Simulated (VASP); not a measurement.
# SnSe2 (Cm) in VASP: single point with PBEsol

Aim: the single point of SnSe2 with PBEsol.

Everything below comes from runs of VASP 6.6.1. Logs are shortened: lines on timing, memory, paths and dates and some standing lists are left out, and cuts for length are marked.

**1. The cell of the first run**

Symmetry: Cm, No. 8, monoclinic system. The conventional cell has a = 6.601 Å, b = 3.811 Å, c = 6.137 Å, α = 90.00°, β = 90.00°, γ = 90.00°. Within 3.4 Å of Sn (site symmetry m) lie 6 Se at 2.61 to 2.76 Å. Se (site symmetry m) has 3 Sn at 2.61 to 2.68 Å within 3.4 Å. Within 3.5 Å of Se (site symmetry m) lie 3 Sn at 2.68 to 2.76 Å.

**2. Single point, PBEsol**

File INCAR:

```
PREC     = Accurate       # precision mode
ENCUT    = 520            # plane-wave cutoff, eV
EDIFF    = 1E-6           # SCF threshold, eV
ISMEAR   = 0              # smearing method
SIGMA    = 0.05           # smearing width, eV
LREAL    = False          # projectors in reciprocal space
LASPH    = True           # aspherical terms in the spheres
NELM     = 80             # most SCF steps
ALGO     = Normal         # electronic algorithm
ISIF     = 2              # what is computed and relaxed
LWAVE    = False          # write WAVECAR
LCHARG   = False          # write CHGCAR
GGA      = PS             # functional
NBANDS   = 20             # bands
```

File KPOINTS:

```
regular mesh
0
Gamma
  12 12 6
```

File POSCAR:

```
SnSe2
1.0
    3.8109987816      0.0000000000      0.0000000000
   -1.9054993908      3.3004217586      0.0000000000
    0.0000000000      0.0000000000      6.1370000000
Sn Se
1 2
Direct
    0.0000000000      0.0000000000      0.0000000000
    0.3240132505      0.6480265010      0.2430099379
    0.6573465838      0.3146931677      0.7430099379
```

Potentials or basis: VASP PAW PBE potentials, release 64 (Sn_d, Se).

Command:

```bash
> cat potpaw_PBE.64/Sn_d/POTCAR potpaw_PBE.64/Se/POTCAR > POTCAR
> mpirun -np 1 vasp_std > vasp.out
```

OUTCAR:

```text
PREC = Accurate
   ENCUT = 520
   EDIFF = 1E-6
   ISMEAR = 0
   LREAL = False
   LASPH = True
   NELM = 80
   ISIF = 2
   GGA = PS

 ion  position               nearest neighbor table
   1  0.000  0.000  0.000-   2 2.61   3 2.68   3 2.68   2 2.68   2 2.68   3 2.76
   2  0.324  0.648  0.243-   1 2.61   1 2.68   1 2.68
   3  0.657  0.315  0.743-   1 2.68   1 2.68   1 2.76

  LATTYP: Found a hexagonal cell.
 ALAT       =     3.8109987816
 C/A-ratio  =     1.6103390087

  Lattice vectors:

 A1 = (   3.8109987816,   0.0000000000,   0.0000000000)
 A2 = (  -1.9054993908,   3.3004217586,   0.0000000000)
 A3 = (   0.0000000000,   0.0000000000,   6.1370000000)

Analysis of symmetry for initial positions (statically):
=====================================================================
 Subroutine PRICEL returns:
 Original cell was already a primitive cell.

 Routine SETGRP: Setting up the symmetry group for a
 hexagonal supercell.

 Subroutine GETGRP returns: Found  2 space group operations
 (whereof  2 operations were pure point group operations)
 out of a pool of 24 trial point group operations.

The static configuration has the point symmetry C_1h.

Analysis of symmetry for dynamics (positions and initial velocities):
=====================================================================
 Subroutine PRICEL returns:
 Original cell was already a primitive cell.

 Routine SETGRP: Setting up the symmetry group for a
 hexagonal supercell.

 Subroutine GETGRP returns: Found  2 space group operations
 (whereof  2 operations were pure point group operations)
 out of a pool of 24 trial point group operations.

The dynamic configuration has the point symmetry C_1h.

 Subroutine INISYM returns: Found  2 space group operations
 (whereof  2 operations are pure point group operations),
 and found     1 'primitive' translations

----------------------------------------------------------------------------------------

                                     Primitive cell

  volume of cell :      77.1906

  direct lattice vectors                    reciprocal lattice vectors
     3.810998782  0.000000000  0.000000000     0.262398405  0.151495789  0.000000000
    -1.905499391  3.300421759  0.000000000     0.000000000  0.302991579  0.000000000
[... 81 lines left out ...]
   ISPIN  =      1    spin polarized calculation?
   LNONCOLLINEAR =      F non collinear calculations
   LSORBIT =      F    spin-orbit coupling
   LASPH  =      T    aspherical Exc in radial PAW
   ENCUT  =  520.0 eV  38.22 Ry    6.18 a.u.   7.09  7.09 11.41*2*pi/ulx,y,z
   NELM   =     80;   NELMIN=  2; NELMDL= -5     # of ELM steps
   EDIFF  = 0.1E-05   stopping-criterion for ELM
   LREAL  =      F    real-space projection
   EDIFFG = 0.1E-04   stopping-criterion for IOM
   NSW    =      0    number of steps for IOM
   IBRION =     -1    ionic relax: 0-MD 1-quasi-New 2-CG
   NFREE  =      0    steps in history (QN), initial steepest desc. (CG)
   ISIF   =      2    stress and relaxation
   ISYM   =      2    0-nonsym 1-usesym 2-fastsym
   POTIM  = 0.5000    time-step for ionic-motion
   TEBEG  =    0.0;   TEEND  =   0.0 temperature during run
   PSTRESS=    0.0 pullay stress
   NELECT =      26.0000    total number of electrons
   NUPDOWN=      -1.0000    fix difference up-down
   EMIN   =  10.00;   EMAX   =-10.00  energy-range for DOS
   EFERMI =   0.00;   METHOD = LEGACY
   ISMEAR =     0;   SIGMA  =   0.05  broadening in eV -4-tet -1-fermi 0-gaus
   EFERMI_NEDOS =   21; number of points for ismear=-14 and -15
   IALGO  =     38    algorithm
   IMIX   =      4    mixing-type and parameters
     AMIX     =   0.40;   BMIX     =  1.00
     AMIX_MAG =   1.60;   BMIX_MAG =  1.00
  volume/ion in A,a.u.               =      25.73       173.64
  Fermi-wavevector in a.u.,A,eV,Ry     =   1.139054  2.152501 17.652812  1.297445
  Thomas-Fermi vector in A             =   2.275758
   LORBIT       =      0    0 simple, 1 ext, 2 COOP (PROOUT), +10 PAW based schemes
   GGA     = PS    functional components
   LHFCALC =     F    Hartree Fock is set to
   AEXX    =    0.0000 exact exchange contribution
   IVDW    =     0    specifies the selected vdW correction
   LEPSILON=     F    determine dielectric tensor
   LRPA    =     F    only Hartree local field effects (RPA)
 non-spin polarized calculation
 Gauss-broadening in eV      SIGMA  =   0.05
  energy-cutoff  :      520.00
  volume of cell :       77.19
 maximum number of plane-waves:      2109
   NGX = 15   NGY = 15   NGZ = 23

 number of electron      26.0000004 magnetization

 Free energy of the ion-electron system (eV)
  ---------------------------------------------------
  ext. energy  EPLUGINS =         0.00000000
  ---------------------------------------------------
  free energy    TOTEN  =       -12.92553936 eV

  energy without entropy =      -12.92553936  energy(sigma->0) =      -12.92553936

 E-fermi :   4.3583     XC(G=0):  -9.6426

 val. band max:        4.1041927251   @ k =   0.0833   0.0833   0.0000
 cond. band min:       4.7217458313   @ k =  -0.4167   0.0000   0.3333
 fundamental gap:      0.6175531062
 Fermi energy:         4.3582542355

 k-point     1 :       0.0000    0.0000    0.0000
  band No.  band energies     occupation
      1     -17.1157      2.00000
      2     -17.1118      2.00000
      3     -17.0729      2.00000
      4     -17.0579      2.00000
      5     -17.0576      2.00000
      6      -9.9797      2.00000
[... 541 lines left out ...]
     19      12.8045      0.00000
     20      14.0131      0.00000

 [... further k-points ...]

------------------------ aborting loop because EDIFF is reached ----------------------------------------

  FORCE on cell =-STRESS in cart. coord.  units (eV):
  Direction    XX          YY          ZZ          XY          YZ          ZX
  --------------------------------------------------------------------------------------
  -------------------------------------------------------------------------------------
  Total        0.8474825      1.0413664      1.7271536      0.0000000      0.1361942      0.0000000
  in kB       17.5904509     21.6147268     35.8490097      0.0000000      2.8268634      0.0000000
  external PRESSURE =      25.0180625 kB  Pullay stress =       0.0000000 kB

 VOLUME and BASIS-vectors are now :
 -----------------------------------------------------------------------------
  energy-cutoff  :      520.00
  volume of cell :       77.19
      direct lattice vectors                 reciprocal lattice vectors
     3.810998782  0.000000000  0.000000000     0.262398405  0.151495789  0.000000000
    -1.905499391  3.300421759  0.000000000     0.000000000  0.302991579  0.000000000
     0.000000000  0.000000000  6.137000000     0.000000000  0.000000000  0.162946065

 POSITION                                       TOTAL-FORCE (eV/Angst)
 -----------------------------------------------------------------------------------
      0.00000      0.00000      0.00000        -0.000000     -0.399348     -0.691978
      0.00000      2.13876      1.49135        -0.000000      0.248936      0.932142
      1.90550      1.03862      4.55985         0.000000      0.150412     -0.240164
 -----------------------------------------------------------------------------------
    total drift:                                0.000000     -0.000057     -0.000401

  FREE ENERGIE OF THE ION-ELECTRON SYSTEM (eV)
  ---------------------------------------------------
  free  energy   TOTEN  =       -12.9255393568 eV

  energy  without entropy=      -12.9255393568  energy(sigma->0) =      -12.92553936
```

stdout:

```text
POSCAR found type information on POSCAR SnSe
 POSCAR found :  2 types and       3 ions
 scaLAPACK will be used
 -----------------------------------------------------------------------------
|                                                                             |
|                                                                             |
|     You enforced a specific xc type in the INCAR file but a different       |
|     I HOPE YOU KNOW WHAT YOU ARE DOING!                                     |
|                                                                             |
 -----------------------------------------------------------------------------

 LDA part: xc-table for (Slater+PW92), standard interpolation
 POSCAR, INCAR and KPOINTS ok, starting setup
 FFT: planning ... GRIDC
 FFT: planning ... GRID_SOFT
 FFT: planning ... GRID
 WAVECAR not read
 entering main loop
```

It took 3 min on 1 thread of AMD EPYC 9R45 (Zen 5), shared host; peak memory 0.42 GiB.

Results:

* Free energy: -12.9255 eV
* Pressure: 2.5 GPa
* Largest force: 0.965 eV/Å
* Band gap on the k mesh: 0.62 eV (least direct gap 0.98 eV)

Forces on the atoms (eV/Å):
```
Sn   0.000 -0.399 -0.692
Se   0.000  0.249  0.932
Se   0.000  0.150 -0.240
```

Caveat: the cell differs from its parent crystal (all Se atoms moved +0.075 Å, as atom 2 towards its neighbour atom 1 (Sn) at 2.682 Å); the PAW data sets were made with another functional, which shifts forces and pressure a little; spin-orbit coupling is left out, which moves the levels of the heavy elements; this functional lacks dispersion, which binds the layers, so the pressure and a relaxed spacing across them are unreliable. A k mesh can miss the band edges.
